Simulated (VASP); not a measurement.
Set up this calculation in VASP 6.6.1, as the native input.

| Item | Value |
| --- | --- |
| Task | relaxation of cell and atoms |
| Functional | PBEsol |
| Potentials or basis | VASP PAW PBE potentials, release 64 (Nb_sv, Si) |
| Cutoff | 600 eV |
| k mesh | 9 × 9 × 9 |
| Occupations | fermi-dirac, width 0.05 eV |
| Spin | no spin polarisation |
| Target pressure | 5 GPa |
| Dipole correction | no |
| Further INCAR settings | ALGO = Normal; EDIFF = 1e-06; IBRION = 2; EDIFFG = -0.01; NSW = 60; ISIF = 3 |

The structure of NbSi lies in POSCAR:

```
NbSi
1.0
    0.0000000000      2.5738300000      2.5738300000
    2.5738300000      0.0000000000      2.5738300000
    2.5738300000      2.5738300000      0.0000000000
Nb Si
1 1
Direct
    0.0000000000      0.0000000000      0.0000000000
    0.5000000000      0.5000000000      0.5000000000
```

These files were run (other wordings do the same):

INCAR

```
PREC = Accurate
ENCUT = 600
EDIFF = 1E-6
ISMEAR = -1
SIGMA = 0.05
LREAL = F
LASPH = T
NELM = 80
ALGO = Normal
ISIF = 3
LWAVE = F
LCHARG = F
GGA = PS
IBRION = 2
NSW = 60
EDIFFG = -0.01
PSTRESS = 50.0
```

KPOINTS

```
regular mesh
0
Gamma
  9 9 9
```

Potentials or basis: VASP PAW PBE potentials, release 64 (Nb_sv, Si).

Run with:

```console
$ cat potpaw_PBE.64/Nb_sv/POTCAR potpaw_PBE.64/Si/POTCAR > POTCAR
$ mpirun -np 1 vasp_std > vasp.out
```

Results of the run:

```yaml
Relaxed_volume: 16.08 Å³/atom
Relaxed_cell: a = 3.570 Å, b = 3.570 Å, c = 3.570 Å, α = 60.00°, β = 60.00°, γ = 60.00°
Space_group_after_relaxing_to_0.05_Å: Fm-3m (No. 225)
Energy_change_on_relaxing_the_enthalpy_is_what_falls: +0.4 meV/atom
Ionic_steps: 4
Pressure_after_relaxing: 5.0 GPa
```

Caveat: the cell is relaxed towards a set pressure, so the enthalpy falls and the energy may rise; the PAW data sets were made with another functional, which shifts forces and pressure a little.

It took 110 s on 1 thread of Intel Xeon 8259CL, on a shared host, peak memory 0.19 GiB.
